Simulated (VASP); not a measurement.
Set up this calculation in VASP 6.6.1, as the native input.

- Task: relaxation of cell and atoms
- Functional: PBE
- Potentials or basis: VASP PAW PBE potentials, release 64 (Mo_sv, P)
- Cutoff: 600 eV
- k mesh: 4 × 4 × 4
- Occupations: gaussian, width 0.1 eV
- Spin: no spin polarisation
- Dipole correction: no
- Further INCAR settings: ALGO = Normal; EDIFF = 1e-06; IBRION = 2; EDIFFG = -0.04; NSW = 90; ISIF = 3

The structure of Mo3P5 lies in POSCAR:

```
Mo3P5
1.0
    4.8079074500      0.0000000000      0.0000000000
    0.0000000000      4.8079074500      0.0000000000
    0.0000000000      0.0000000000      4.8079074500
Mo P
3 5
Direct
    0.5000000000      0.0000000000      0.0000000000
    0.0000000000      0.5000000000      0.0000000000
    0.0000000000      0.0000000000      0.5000000000
    0.0000000000      0.5000000000      0.5000000000
    0.5000000000      0.0000000000      0.5000000000
    0.5000000000      0.5000000000      0.0000000000
    0.5000000000      0.5000000000      0.5000000000
    0.0000000000      0.0000000000      0.0000000000
```

The cell was generated, and may not be a known phase.

One way to write it, as run:

INCAR

```
  PREC = Accurate
  ENCUT = 600
  EDIFF = 1E-6
  ISMEAR = 0
  SIGMA = 0.1
  LREAL = F
  LASPH = T
  NELM = 80
  ALGO = Normal
  ISIF = 3
  LWAVE = F
  LCHARG = F
  GGA = PE
  IBRION = 2
  NSW = 90
  EDIFFG = -0.04
```

KPOINTS

```
regular mesh
0
Gamma
  4 4 4
```

Potentials or basis: VASP PAW PBE potentials, release 64 (Mo_sv, P).

Run with:

```console
$ cat potpaw_PBE.64/Mo_sv/POTCAR potpaw_PBE.64/P/POTCAR > POTCAR
$ mpirun -np 1 vasp_std > vasp.out
```

It gave:

The relaxed volume is 15.17 Å³/atom and the relaxed cell is a = 4.951 Å, b = 4.951 Å, c = 4.951 Å, α = 90.00°, β = 90.00°, γ = 90.00°. The space group after relaxing (to 0.1 Å) is Pm-3m (No. 221). The energy gained by relaxing is 61.7 meV/atom and the ionic steps are 3. The pressure after relaxing is -0.4 GPa. The band gap on the k mesh is zero (an odd number of electrons rules out a gap without spin polarisation).

Caveat: an odd number of electrons without spin polarisation forces a metal; a magnetic or distorted state may lie lower.

It took 2.5 min on 1 thread of Intel(R) Xeon(R) Platinum 8175M CPU @ 2.50GHz (Skylake/Cascade Lake), with other jobs on the host, peak memory 0.26 GiB.
